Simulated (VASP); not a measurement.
# Sn (I4_1/amd) in VASP: notebook

The runs below take Sn through single point, with PBEsol.

All numbers are computed with VASP 6.6.1; they aren't measurements. Logs are shortened: lines on timing, memory, paths and dates and some standing lists are left out, and cuts for length are marked.

### 1 The cell of the first run

Symmetry: I4_1/amd, No. 141, tetragonal system. Conventional cell: a = 4.590 Å, b = 4.590 Å, c = 7.343 Å, α = 90.00°, β = 90.00°, γ = 90.00°. Within 3.9 Å of Sn (site symmetry -4m2) lie 4 Sn at 2.94 Å.

### 2 Single point, PBEsol (strain +0.1312 x Voigt [0, 0, 1, 0, 0, 0])

The input, INCAR:

```
PREC = Accurate
ENCUT = 520
EDIFF = 1E-7
ISMEAR = 0
SIGMA = 0.15
LREAL = F
LASPH = T
NELM = 80
ALGO = Fast
ISIF = 2
LWAVE = F
LCHARG = F
GGA = PS
NBANDS = 21
```

The input, KPOINTS:

```
Automatic mesh
0
Gamma
  12 12 12
```

The input, POSCAR:

```
Sn
1.0
    0.0000000000      3.2456000000      3.6714227200
    3.2456000000      0.0000000000      3.6714227200
    3.2456000000      3.2456000000      0.0000000000
Sn
2
Direct
    0.5000000000      0.5000000000      0.5000000000
    0.7500000000      0.7500000000      0.7500000000
```

Potentials or basis: VASP PAW PBE potentials, release 64 (Sn_d).

Run with:

```
> cat potpaw_PBE.64/Sn_d/POTCAR > POTCAR
> mpirun -np 1 vasp_std > vasp.out
```

OUTCAR:

```text
PREC = Accurate
   ENCUT = 520
   EDIFF = 1E-7
   ISMEAR = 0
   LREAL = F
   LASPH = T
   NELM = 80
   ISIF = 2
   GGA = PS

 ion  position               nearest neighbor table
   1  0.500  0.500  0.500-   2 2.94   2 2.94   2 2.94   2 2.94
   2  0.750  0.750  0.750-   1 2.94   1 2.94   1 2.94   1 2.94

  LATTYP: Found a body centered tetragonal cell.
 ALAT       =     4.5899715380
 C/A-ratio  =     1.5997583818

  Lattice vectors:

 A1 = (  -3.2456000000,   0.0000000000,   3.6714227200)
 A2 = (   3.2456000000,   0.0000000000,   3.6714227200)
 A3 = (   0.0000000000,   3.2456000000,  -3.6714227200)

Analysis of symmetry for initial positions (statically):
=====================================================================
 Subroutine PRICEL returns:
 Original cell was already a primitive cell.

 Routine SETGRP: Setting up the symmetry group for a
 body centered tetragonal supercell.

 Subroutine GETGRP returns: Found 16 space group operations
 (whereof  8 operations were pure point group operations)
 out of a pool of 16 trial point group operations.

The static configuration has the point symmetry D_2d.
 The point group associated with its full space group is D_4h.

Analysis of symmetry for dynamics (positions and initial velocities):
=====================================================================
 Subroutine PRICEL returns:
 Original cell was already a primitive cell.

 Routine SETGRP: Setting up the symmetry group for a
 body centered tetragonal supercell.

 Subroutine GETGRP returns: Found 16 space group operations
 (whereof  8 operations were pure point group operations)
 out of a pool of 16 trial point group operations.

The dynamic configuration has the point symmetry D_2d.
 The point group associated with its full space group is D_4h.

 Subroutine INISYM returns: Found 16 space group operations
 (whereof  8 operations are pure point group operations),
 and found     1 'primitive' translations

----------------------------------------------------------------------------------------

                                     Primitive cell

  volume of cell :      77.3489

  direct lattice vectors                    reciprocal lattice vectors
     0.000000000  3.245600000  3.671422720    -0.154054720  0.154054720  0.136186987
     3.245600000  0.000000000  3.671422720     0.154054720 -0.154054720  0.136186987
[... 77 lines left out ...]
   ISTART =      0    job   : 0-new  1-cont  2-samecut
   ICHARG =      2    charge: 1-file 2-atom 10-const
   ISPIN  =      1    spin polarized calculation?
   LNONCOLLINEAR =      F non collinear calculations
   LSORBIT =      F    spin-orbit coupling
   LASPH  =      T    aspherical Exc in radial PAW
   ENCUT  =  520.0 eV  38.22 Ry    6.18 a.u.   9.11  9.11  8.53*2*pi/ulx,y,z
   NELM   =     80;   NELMIN=  2; NELMDL= -5     # of ELM steps
   EDIFF  = 0.1E-06   stopping-criterion for ELM
   LREAL  =      F    real-space projection
   EDIFFG = 0.1E-05   stopping-criterion for IOM
   NSW    =      0    number of steps for IOM
   IBRION =     -1    ionic relax: 0-MD 1-quasi-New 2-CG
   NFREE  =      0    steps in history (QN), initial steepest desc. (CG)
   ISIF   =      2    stress and relaxation
   ISYM   =      2    0-nonsym 1-usesym 2-fastsym
   POTIM  = 0.5000    time-step for ionic-motion
   TEBEG  =    0.0;   TEEND  =   0.0 temperature during run
   PSTRESS=    0.0 pullay stress
   NELECT =      28.0000    total number of electrons
   NUPDOWN=      -1.0000    fix difference up-down
   EMIN   =  10.00;   EMAX   =-10.00  energy-range for DOS
   EFERMI =   0.00;   METHOD = LEGACY
   ISMEAR =     0;   SIGMA  =   0.15  broadening in eV -4-tet -1-fermi 0-gaus
   EFERMI_NEDOS =   21; number of points for ismear=-14 and -15
   IALGO  =     68    algorithm
   IMIX   =      4    mixing-type and parameters
     AMIX     =   0.40;   BMIX     =  1.00
     AMIX_MAG =   1.60;   BMIX_MAG =  1.00
  volume/ion in A,a.u.               =      38.67       260.99
  Fermi-wavevector in a.u.,A,eV,Ry     =   1.166745  2.204829 18.521536  1.361295
  Thomas-Fermi vector in A             =   2.303254
   LORBIT       =      0    0 simple, 1 ext, 2 COOP (PROOUT), +10 PAW based schemes
   GGA     = PS    functional components
   LHFCALC =     F    Hartree Fock is set to
   AEXX    =    0.0000 exact exchange contribution
   IVDW    =     0    specifies the selected vdW correction
   LEPSILON=     F    determine dielectric tensor
   LRPA    =     F    only Hartree local field effects (RPA)
 non-spin polarized calculation
 RMM-DIIS sequential band-by-band and
 Gauss-broadening in eV      SIGMA  =   0.15
  energy-cutoff  :      520.00
  volume of cell :       77.35
 maximum number of plane-waves:      2106
   NGX = 19   NGY = 19   NGZ = 17

 number of electron      28.0000019 magnetization

 Free energy of the ion-electron system (eV)
  ---------------------------------------------------
  ext. energy  EPLUGINS =         0.00000000
  ---------------------------------------------------
  free energy    TOTEN  =        -8.30707940 eV

  energy without entropy =       -8.30474996  energy(sigma->0) =       -8.30591468

 E-fermi :   4.3206     XC(G=0):  -8.5522

 val. band max:        4.3070892211   @ k =   0.1667  -0.0000   0.0000
 cond. band min:       4.3224466322   @ k =   0.0833   0.0833   0.0000
 fundamental gap:      0.0153574111
 Fermi energy:         4.3205758045

 k-point     1 :       0.0000    0.0000    0.0000
  band No.  band energies     occupation
      1     -17.1357      2.00000
      2     -17.1357      2.00000
      3     -17.1114      2.00000
      4     -17.0834      2.00000
      5     -17.0831      2.00000
      6     -16.9065      2.00000
[... 565 lines left out ...]
     20      11.8213      0.00000
     21      11.9384      0.00000

 [... further k-points ...]
[... 5 lines left out ...]
  --------------------------------------------------------------------------------------
  -------------------------------------------------------------------------------------
  Total       -0.9673065     -0.9673065     -2.8872165      0.0000000      0.0000000      0.0000000
  in kB      -20.0364293    -20.0364293    -59.8047324      0.0000000      0.0000000      0.0000000
  external PRESSURE =     -33.2925304 kB  Pullay stress =       0.0000000 kB

 VOLUME and BASIS-vectors are now :
 -----------------------------------------------------------------------------
  energy-cutoff  :      520.00
  volume of cell :       77.35
      direct lattice vectors                 reciprocal lattice vectors
     0.000000000  3.245600000  3.671422720    -0.154054720  0.154054720  0.136186987
     3.245600000  0.000000000  3.671422720     0.154054720 -0.154054720  0.136186987
     3.245600000  3.245600000  0.000000000     0.154054720  0.154054720 -0.136186987

 POSITION                                       TOTAL-FORCE (eV/Angst)
 -----------------------------------------------------------------------------------
      3.24560      3.24560      3.67142         0.000000      0.000000      0.000000
      4.86840      4.86840      5.50713         0.000000      0.000000      0.000000
 -----------------------------------------------------------------------------------
    total drift:                                0.000000      0.000000      0.000000

  FREE ENERGIE OF THE ION-ELECTRON SYSTEM (eV)
  ---------------------------------------------------
  free  energy   TOTEN  =        -8.3070793959 eV

  energy  without entropy=       -8.3047499572  energy(sigma->0) =       -8.30591468
```

OSZICAR:

```text
N       E                     dE             d eps       ncg     rms          rms(c)
DAV:   1     0.226732723145E+03    0.22673E+03   -0.14767E+04  6914   0.184E+03
DAV:   2     0.166027712425E+02   -0.21013E+03   -0.20566E+03  6876   0.436E+02
DAV:   3    -0.755936386319E+01   -0.24162E+02   -0.24022E+02  8041   0.140E+02
DAV:   4    -0.835196792614E+01   -0.79260E+00   -0.79224E+00  7796   0.286E+01
DAV:   5    -0.837983403564E+01   -0.27866E-01   -0.27866E-01  9848   0.524E+00    0.264E+00
RMM:   6    -0.832960992169E+01    0.50224E-01   -0.30902E-02  8491   0.217E+00    0.154E+00
RMM:   7    -0.830569004741E+01    0.23920E-01   -0.47245E-02  8538   0.237E+00    0.153E-01
RMM:   8    -0.830658895872E+01   -0.89891E-03   -0.89263E-03  8828   0.924E-01    0.588E-02
RMM:   9    -0.830704013007E+01   -0.45117E-03   -0.29385E-03 10475   0.473E-01    0.339E-02
RMM:  10    -0.830706140554E+01   -0.21275E-04   -0.30698E-04  8837   0.199E-01    0.985E-03
RMM:  11    -0.830707904723E+01   -0.17642E-04   -0.17788E-04 11637   0.104E-01    0.887E-03
RMM:  12    -0.830707935103E+01   -0.30380E-06   -0.10633E-05 10139   0.294E-02    0.261E-03
RMM:  13    -0.830707948170E+01   -0.13067E-06   -0.32310E-06 10851   0.130E-02    0.952E-04
RMM:  14    -0.830707939590E+01    0.85799E-07   -0.28616E-07  6006   0.479E-03
   1 F= -.83070794E+01 E0= -.83059147E+01  d E =-.232944E-02
```

It took 8.6 min on 1 thread of Intel Xeon 8259CL, shared host; peak memory 0.35 GiB.

What came out:

```
Free energy            : -8.3071 eV
Pressure               : -3.3 GPa
Band gap on the k mesh : zero (band 14 reaches 4.64 eV, above the bottom of band 15 at 3.86 eV)
```

Caveat: the cell differs from its parent crystal (strain +0.1312 x Voigt [0, 0, 1, 0, 0, 0]); the PAW data sets were made with another functional, which shifts forces and pressure a little; spin-orbit coupling is left out, which moves the levels of the heavy elements.

### 3 Single point, PBEsol (strain +0.1500 x Voigt [0, 0, 1, 0, 0, 0])

The input, INCAR:

```
SYSTEM = Sn
  PREC = Accurate
  ENCUT = 520
  EDIFF = 1E-7
  ISMEAR = 0
  SIGMA = 0.15
  LREAL = .False.
  LASPH = .True.
  NELM = 60
  ALGO = Fast
  ISIF = 2
  LWAVE = .False.
  LCHARG = .False.
  GGA = PS
  NBANDS = 21
```

The input, KPOINTS:

```
Automatic mesh
0
Gamma
  12 12 12
  0 0 0
```

The input, POSCAR:

```
Sn
1.0
    0.0000000000      3.2456000000      3.7324400000
    3.2456000000      0.0000000000      3.7324400000
    3.2456000000      3.2456000000      0.0000000000
Sn
2
Direct
    0.5000000000      0.5000000000      0.5000000000
    0.7500000000      0.7500000000      0.7500000000
```

Potentials or basis: VASP PAW PBE potentials, release 64 (Sn_d).

Run with:

```
> cat potpaw_PBE.64/Sn_d/POTCAR > POTCAR
> mpirun -np 1 vasp_std > vasp.out
```

It took 11 min on 1 thread of Intel Xeon 8259CL, shared host; peak memory 0.38 GiB.

The run converged. Its results:

| Property | Result |
| --- | --- |
| Free energy | -8.2566 eV |
| Pressure | -3.7 GPa |
| Band gap on the k mesh | zero (band 14 reaches 4.53 eV, above the bottom of band 15 at 3.70 eV) |

Stress tensor (GPa, compression positive):
```
-2.22  0.00  0.00
 0.00 -2.22  0.00
 0.00  0.00 -6.67
```

Levels at points of the mesh, in eV from the Fermi level:
| k point | band 11 | band 12 | band 13 | band 14 | band 15 | band 16 | band 17 | band 18 |
| --- | --- | --- | --- | --- | --- | --- | --- | --- |
| (0.00, 0.00, 0.00) | -9.80 | -1.82 | -0.59 | 0.35 | 0.35 | 1.94 | 1.94 | 2.48 |
| (0.50, 0.00, 0.00) | -8.43 | -5.93 | -1.41 | -0.53 | -0.49 | 3.04 | 3.30 | 5.61 |
| (0.50, 0.50, 0.00) | -7.41 | -7.41 | -1.62 | -1.62 | 1.36 | 1.36 | 6.54 | 6.54 |
| (0.50, 0.00, 0.50) | -7.01 | -7.01 | -2.27 | -2.27 | 0.58 | 0.58 | 6.26 | 6.26 |

Caveat: the cell differs from its parent crystal (strain +0.1500 x Voigt [0, 0, 1, 0, 0, 0]); the PAW data sets were made with another functional, which shifts forces and pressure a little; spin-orbit coupling is left out, which moves the levels of the heavy elements.
